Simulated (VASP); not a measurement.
Crystal: Ge.

```
Ge
1.0
     0.00000    3.01680    3.01680
     3.01680    0.00000    3.01680
     3.01680    3.01680    0.00000
Ge
2
Direct
  0.00000 0.00000 0.00000
  0.25000 0.25000 0.25000
```

| Quantity | Value |
| --- | --- |
| Program | VASP 6.6.1 |
| Task | relaxation of cell and atoms |
| Functional | PBE |
| Potentials or basis | VASP PAW PBE potentials, release 64 (Ge_d) |
| Cutoff | 600 eV |
| k mesh | 12 × 12 × 12 |
| Occupations | gaussian, width 0.1 eV |
| Spin | no spin polarisation |

At the start: pressure -5.8 GPa; volume 27.46 Å³/atom.

Q: How do energy, volume and symmetry change on relaxing?

A: Over 6 steps the energy falls by 74.0 meV/atom and the volume is 23.92 Å³/atom (-12.9 %); space group Fd-3m (No. 227, to 0.1 Å) before and after.

The path:
```
step  energy change (eV)  largest force (eV/Å)  pressure (GPa)  volume (Å³)
   1              0.0000                0.0000           -5.79        54.91
   2             -0.1475                0.0000            0.55        47.40
   3             -0.1481                0.0000            0.07        47.81
   4             -0.1479                0.0000           -0.40        47.95
   5             -0.1480                0.0000           -0.32        47.92
   6             -0.1480                0.0000            0.01        47.85
```

Final structure:
```
Ge
1.0
     0.00000    2.88146    2.88146
     2.88146    0.00000    2.88146
     2.88146    2.88146    0.00000
Ge
2
Direct
  0.00000 0.00000 0.00000
  0.25000 0.25000 0.25000
```
